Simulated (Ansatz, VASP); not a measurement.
# Be in VASP and in Ansatz

```xyz
2
Lattice="0.0000 2.3360 2.3360 2.3360 0.0000 2.3360 2.3360 2.3360 0.0000" Properties=species:S:1:pos:R:3 pbc="T T T"
Be    0.5840    0.5840    0.5840
Be    4.0879    4.0879    4.0879
```

Alike in both runs: task single point; functional PBEsol; k mesh 13 × 13 × 13; occupations fermi-dirac, width 0.1 eV; no spin polarisation.

```csv
,VASP,Ansatz
version,VASP 6.6.1,Ansatz 0.2.0
potentials or method,"VASP PAW PBE potentials, release 64 (Be), cutoff 520 eV","plane waves (420 eV) with PAW, scalar-relativistic"
valence electrons in the cell,4,4
```

```tsv
	VASP	Ansatz	Ansatz less VASP
pressure (GPa)	7.3	7.2	-0.15
```

VASP's potentials were made for PBE, not for PBEsol, and Ansatz warns of the same on its side.
